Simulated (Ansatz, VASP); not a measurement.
# Sb: VASP beside Ansatz

```
Sb
1.0
     3.33385    0.00000    0.00000
     0.00000    3.33385    0.00000
     0.00000    0.00000   11.47340
Sb
3
Direct
  0.00000 0.00000 0.30505
  0.50000 0.50000 0.50000
  0.00000 0.00000 0.69495
```

Alike in both runs: task single point; functional PBEsol; k mesh 11 × 11 × 1; occupations fermi-dirac, width 0.1 eV; no spin polarisation.

|  | VASP | Ansatz |
| --- | --- | --- |
| version | VASP 6.6.1 | Ansatz 0.2.0 |
| potentials or method | VASP PAW PBE potentials, release 64 (Sb) | PAW with Ansatz's default frozen-core files, scalar-relativistic |
| plane-wave cutoff (eV) | 520 | 420 |
| valence electrons in the cell | 15 | 45 |

|  | VASP | Ansatz | Ansatz less VASP |
| --- | --- | --- | --- |
| rms of the force components (eV/Å) | 0.004 | 0.002 | -0.0013 |

VASP's potentials were made for PBE, not for PBEsol. Atom by atom the forces differ by 0.001 eV/Å (rms over components). VASP's potentials hold 15 valence electrons a cell and Ansatz's 45, so a difference there can come from the potentials and not from the codes. Ansatz's warnings: vacuum density over bound.

Spin-orbit coupling is off throughout.
